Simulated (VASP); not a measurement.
Crystal: Al.

```xyz
1
Lattice="0.0000 1.9835 1.9835 1.9835 0.0000 1.9835 1.9835 1.9835 0.0000" Properties=species:S:1:pos:R:3 pbc="T T T"
Al    0.0000    0.0000    0.0000
```

Base run:

- Program: VASP 6.6.1
- Functional: SVWN5
- Potentials or basis: VASP PAW PBE potentials, release 64 (Al)
- Cutoff: 520 eV
- k mesh: 11 × 11 × 11
- Occupations: fermi-dirac, width 0.05 eV
- Spin: no spin polarisation

Its results: pressure 1.6 GPa.

Problem. The run is repeated on the same cell with these changes: functional from SVWN5 to revPBE. What comes out?

Solution. Pressure 6.2 GPa.

revPBE binds less tightly than SVWN5, so the same cell stands under more pressure.

Caveats: the PAW data sets were made with another functional, which shifts forces and pressure a little.
